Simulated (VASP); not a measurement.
Input of a VASP 6.6.1 run:

INCAR

```
SYSTEM = NbTe6Mo2
ALGO = Normal
EDIFF = 1E-7
ENCUT = 520
GGA = PE
ISIF = 2
ISMEAR = 0
LASPH = .True.
LCHARG = .False.
LREAL = .False.
LWAVE = .False.
NBANDS = 48
NELM = 100
PREC = Accurate
SIGMA = 0.1
```

File KPOINTS:

```
k-points
0
Gamma
  6 6 1
  0 0 0
```

POSCAR

```
NbTe6Mo2
1.0
    3.7324656700      0.0000000000      0.0000000000
   -1.8662328300      3.2324100900      0.0000000000
    0.0000000000      0.0000000000     21.5139767400
Nb Te Mo
1 6 2
Direct
    0.0000000000      0.0000000000      0.0000000000
    0.6666666700      0.3333333300      0.2485440800
    0.6666666700      0.3333333300      0.5818774100
    0.6666666700      0.3333333300      0.9152107400
    0.3333333300      0.6666666700      0.0847892600
    0.3333333300      0.6666666700      0.4181225900
    0.3333333300      0.6666666700      0.7514559200
    0.0000000000      0.0000000000      0.3333333300
    0.0000000000      0.0000000000      0.6666666700
```

Potentials or basis: VASP PAW PBE potentials, release 64 (Nb_sv, Te, Mo_sv).

Command:

```console
$ cat potpaw_PBE.64/Nb_sv/POTCAR potpaw_PBE.64/Te/POTCAR potpaw_PBE.64/Mo_sv/POTCAR > POTCAR
$ mpirun -np 1 vasp_std > vasp.out
```

What does it give for the largest force?

0.677 eV/Å.

Estimate the band gap on the k mesh.

zero (an odd number of electrons rules out a gap without spin polarisation).

Estimate the pressure.

-4.4 GPa.

Forces on the atoms (eV/Å):
```
Nb   0.000  0.000  0.000
Te   0.000  0.000  0.637
Te   0.000  0.000  0.677
Te   0.000  0.000  0.040
Te   0.000  0.000 -0.040
Te   0.000  0.000 -0.677
Te   0.000  0.000 -0.637
Mo   0.000  0.000  0.012
Mo   0.000  0.000 -0.012
```

Caveat: the cell stands under tension; spin-orbit coupling is left out, which moves the levels of the heavy elements; this functional lacks dispersion, which binds layers or chains, so the pressure and a relaxed spacing across them are unreliable.
